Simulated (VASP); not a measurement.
# C20O in VASP: single point with PBE

Aim: the single point of C20O with PBE.

Program: VASP 6.6.1. These are calculated values, not measurements. Logs are shortened: lines on timing, memory, paths and dates and some standing lists are left out, and cuts for length are marked.

**1. The cell of the first run**

The cell holds a wire or tube with vacuum around it, 21 atoms: a = 8.544 Å, b = 8.872 Å, c = 20.279 Å, α = 90.00°, β = 90.00°, γ = 103.93°.

**2. Single point, PBE**

Input file INCAR:

```
PREC = Accurate
ENCUT = 520
EDIFF = 1E-6
ISMEAR = 0
SIGMA = 0.1
LREAL = Auto
LASPH = True
NELM = 80
ALGO = Normal
ISIF = 2
LWAVE = False
LCHARG = False
LDIPOL = True
IDIPOL = 3
DIPOL = 0.5 0.5 0.316
GGA = PE
NBANDS = 59
```

Input file KPOINTS:

```
regular mesh
0
Gamma
  4 3 1
```

Input file POSCAR:

```
C20O
1.0
    8.5436715405      0.0000000000      0.0000000000
   -2.1359178851      8.6110540208      0.0000000000
    0.0000000000      0.0000000000     20.2788032239
C O
20 1
Direct
    0.0782061927      0.9794914374      0.1972502990
    0.5782061927      0.9794914374      0.1972502990
    0.4115395260      0.9794914374      0.1972502990
    0.9115395260      0.9794914374      0.1972502990
    0.3230790521      0.9589828748      0.2574344206
    0.8230790520      0.9589828748      0.2574344206
    0.1564123854      0.9589828748      0.2574344206
    0.6564123854      0.9589828748      0.2574344206
    0.0669022322      0.9383832545      0.3175270258
    0.5669022322      0.9383832545      0.3175270258
    0.4022890672      0.9383830569      0.3175270292
    0.9022890672      0.9383830569      0.3175270292
    0.3111132839      0.9176696404      0.3778998177
    0.8111132839      0.9176696404      0.3778998177
    0.1477212297      0.9176696493      0.3778997293
    0.6477212297      0.9176696493      0.3778997293
    0.0473700365      0.8987970040      0.4329048735
    0.5473700365      0.8987970040      0.4329048735
    0.4020265048      0.8987962851      0.4329053903
    0.9020265048      0.8987962851      0.4329053903
    0.4223700365      1.1487970040      0.2967222990
```

Potentials or basis: VASP PAW PBE potentials, release 64 (C, O).

On the command line:

```
cat potpaw_PBE.64/C/POTCAR potpaw_PBE.64/O/POTCAR > POTCAR
mpirun -np 1 vasp_std > vasp.out
```

OUTCAR:

```text
PREC = Accurate
   ENCUT = 520
   EDIFF = 1E-6
   ISMEAR = 0
   LREAL = Auto
   LASPH = True
   NELM = 80
   ISIF = 2
   GGA = PE

 ion  position               nearest neighbor table
   1  0.078  0.979  0.197-   4 1.42   7 1.42
   2  0.578  0.979  0.197-   3 1.42   8 1.42
   3  0.412  0.979  0.197-   2 1.42   5 1.42
   4  0.912  0.979  0.197-   1 1.42   6 1.42
   5  0.323  0.959  0.257-   7 1.42   3 1.42  11 1.43  21 1.87
   6  0.823  0.959  0.257-   8 1.42   4 1.42  12 1.43
   7  0.156  0.959  0.257-   5 1.42   1 1.42   9 1.43
   8  0.656  0.959  0.257-   6 1.42   2 1.42  10 1.43
   9  0.067  0.938  0.318-  12 1.41   7 1.43  15 1.44
  10  0.567  0.938  0.318-  11 1.41   8 1.43  16 1.44
  11  0.402  0.938  0.318-  10 1.41   5 1.43  13 1.44  21 1.88
  12  0.902  0.938  0.318-   9 1.41   6 1.43  14 1.44
  13  0.311  0.918  0.378-  19 1.39  15 1.40  11 1.44
  14  0.811  0.918  0.378-  20 1.39  16 1.40  12 1.44
  15  0.148  0.918  0.378-  17 1.39  13 1.40   9 1.44
  16  0.648  0.918  0.378-  18 1.39  14 1.40  10 1.44
  17  0.047  0.899  0.433-  20 1.24  15 1.39
  18  0.547  0.899  0.433-  19 1.24  16 1.39
  19  0.402  0.899  0.433-  18 1.24  13 1.39
  20  0.902  0.899  0.433-  17 1.24  14 1.39
  21  0.422  0.149  0.297-   5 1.87  11 1.88

  LATTYP: Found a simple monoclinic cell.
 ALAT       =     8.5436715405
 B/A-ratio  =     2.3735466805
 C/A-ratio  =     1.0384295166
 COS(beta)  =    -0.2407481644

  Lattice vectors:

 A1 = (   8.5436715405,   0.0000000000,   0.0000000000)
 A2 = (   0.0000000000,   0.0000000000, -20.2788032239)
 A3 = (  -2.1359178851,   8.6110540208,   0.0000000000)

Analysis of symmetry for initial positions (statically):
=====================================================================
 Subroutine PRICEL returns:
 Original cell was already a primitive cell.

 Routine SETGRP: Setting up the symmetry group for a
 simple monoclinic supercell.

 Subroutine GETGRP returns: Found  1 space group operations
 (whereof  1 operations were pure point group operations)
 out of a pool of  4 trial point group operations.

The static configuration has the point symmetry C_1 .

Analysis of symmetry for dynamics (positions and initial velocities):
=====================================================================
 Subroutine PRICEL returns:
 Original cell was already a primitive cell.

 Routine SETGRP: Setting up the symmetry group for a
[... 136 lines left out ...]
   PSTRESS=    0.0 pullay stress
   NELECT =      86.0000    total number of electrons
   NUPDOWN=      -1.0000    fix difference up-down
   EMIN   =  10.00;   EMAX   =-10.00  energy-range for DOS
   EFERMI =   0.00;   METHOD = LEGACY
   ISMEAR =     0;   SIGMA  =   0.10  broadening in eV -4-tet -1-fermi 0-gaus
   EFERMI_NEDOS =   21; number of points for ismear=-14 and -15
   IALGO  =     38    algorithm
   IMIX   =      4    mixing-type and parameters
     AMIX     =   0.40;   BMIX     =  1.00
     AMIX_MAG =   1.60;   BMIX_MAG =  1.00
  volume/ion in A,a.u.               =      71.04       479.42
  Fermi-wavevector in a.u.,A,eV,Ry     =   0.632402  1.195067  5.441410  0.399932
  Thomas-Fermi vector in A             =   1.695706
   LORBIT       =      0    0 simple, 1 ext, 2 COOP (PROOUT), +10 PAW based schemes
   GGA     = PE    functional components
   LHFCALC =     F    Hartree Fock is set to
   AEXX    =    0.0000 exact exchange contribution
   IVDW    =     0    specifies the selected vdW correction
   LEPSILON=     F    determine dielectric tensor
   LRPA    =     F    only Hartree local field effects (RPA)
 non-spin polarized calculation
 Gauss-broadening in eV      SIGMA  =   0.10
  energy-cutoff  :      520.00
  volume of cell :     1491.91
 maximum number of plane-waves:     40207
   NGX = 31   NGY = 33   NGZ = 75

 dipolmoment           0.000000      0.000000      0.155818 electrons x Angstroem

 number of electron      86.0000004 magnetization

 dipolmoment           0.000000      0.000000     -0.290100 electrons x Angstroem

 Free energy of the ion-electron system (eV)
  ---------------------------------------------------
  ext. energy  EPLUGINS =         0.00000000
  ---------------------------------------------------
  free energy    TOTEN  =      -167.57735699 eV

  energy without entropy =     -167.55286955  energy(sigma->0) =     -167.56511327

 E-fermi :  -4.6364     XC(G=0):  -2.0692

 val. band max:       -4.7411962573   @ k =   0.2500   0.0000   0.0000
 cond. band min:      -4.5330299759   @ k =  -0.2500   0.3333   0.0000
 fundamental gap:      0.2081662815
 Fermi energy:        -4.6364137067

 k-point     1 :       0.0000    0.0000    0.0000
  band No.  band energies     occupation
      1     -23.7542      2.00000
      2     -22.4894      2.00000
      3     -21.8525      2.00000
      4     -21.5232      2.00000
      5     -20.7527      2.00000
      6     -20.0381      2.00000
[... 395 lines left out ...]
     54       0.3570      0.00000
     55       0.7748      0.00000
 [bands above 55 left out]

------------------------ aborting loop because EDIFF is reached ----------------------------------------

 vacuum level on the upper side and lower side of the slab       (xc-potential included)        -0.408         0.287

  FORCE on cell =-STRESS in cart. coord.  units (eV):
  Direction    XX          YY          ZZ          XY          YZ          ZX
  --------------------------------------------------------------------------------------
  -------------------------------------------------------------------------------------
  Total       -0.0596397     -4.7202621     -1.0088488     -1.2534090      0.0526616      0.0242030
  in kB       -0.0640476     -5.0691310     -1.0834116     -1.3460470      0.0565538      0.0259918
  external PRESSURE =      -2.0721968 kB  Pullay stress =       0.0000000 kB

 VOLUME and BASIS-vectors are now :
 -----------------------------------------------------------------------------
  energy-cutoff  :      520.00
  volume of cell :     1491.91
      direct lattice vectors                 reciprocal lattice vectors
     8.543671541  0.000000000  0.000000000     0.117045698  0.029032451  0.000000000
    -2.135917885  8.611054021  0.000000000     0.000000000  0.116129802  0.000000000
     0.000000000  0.000000000 20.278803224     0.000000000  0.000000000  0.049312575

 POSITION                                       TOTAL-FORCE (eV/Angst)
 -----------------------------------------------------------------------------------
     -1.42395      8.43445      4.00000        -5.973081     -0.286304      1.439651
      2.84789      8.43445      4.00000        -7.307932     -0.480569      0.552980
      1.42395      8.43445      4.00000         7.711859     -0.362612     -0.186486
      5.69578      8.43445      4.00000         6.184817     -0.155694      1.202429
      0.71197      8.25785      5.22046        -0.666199      2.717264     -1.257255
      4.98381      8.25785      5.22046        -0.347666      0.217619     -1.194862
[... 13 lines left out ...]
      5.78686      7.73958      8.77880        -0.018650     -0.001286      0.057850
      3.29077      1.28130      6.01717        -0.712940     -2.583602     -0.013863
 -----------------------------------------------------------------------------------
    total drift:                               -0.033696     -0.005269     -0.015934

  FREE ENERGIE OF THE ION-ELECTRON SYSTEM (eV)
  ---------------------------------------------------
  free  energy   TOTEN  =      -167.5773569876 eV

  energy  without entropy=     -167.5528695464  energy(sigma->0) =     -167.56511327

 vacuum level on the upper side and lower side of the slab         0.842         1.554
```

stdout:

```text
POSCAR found type information on POSCAR C O
 POSCAR found :  2 types and      21 ions
 scaLAPACK will be used
 LDA part: xc-table for (Slater+PW92), standard interpolation
 POSCAR, INCAR and KPOINTS ok, starting setup
 FFT: planning ... GRIDC
 FFT: planning ... GRID_SOFT
 FFT: planning ... GRID
 WAVECAR not read
 entering main loop
```

It took 32 min on 1 thread of Intel Xeon Platinum 8259CL at 2.50GHz (Skylake/Cascade Lake), shared host; peak memory 1.4 GiB.

Results:

```
Free energy            : -167.5774 eV
Largest force          : 7.723 eV/Å
Band gap on the k mesh : 0.21 eV
```

Forces in eV/Å, atoms in the order of the input:
```
C   -5.973 -0.286  1.440
C   -7.308 -0.481  0.553
C    7.712 -0.363 -0.186
C    6.185 -0.156  1.202
C   -0.666  2.717 -1.257
C   -0.348  0.218 -1.195
C   -0.856 -0.105 -1.410
C    0.440  0.048 -0.392
C   -0.211 -0.056 -0.330
C    1.418 -0.509 -0.293
C    0.489  2.050  0.910
C    0.203  0.003  0.003
C   -0.740 -0.428  0.961
C   -0.134  0.025  0.016
C    0.489 -0.071  0.212
C    0.139  0.039 -0.297
C    0.081  0.019  0.038
C    0.117 -0.094  0.116
C   -0.303  0.015 -0.135
C   -0.019 -0.001  0.058
O   -0.713 -2.584 -0.014
```
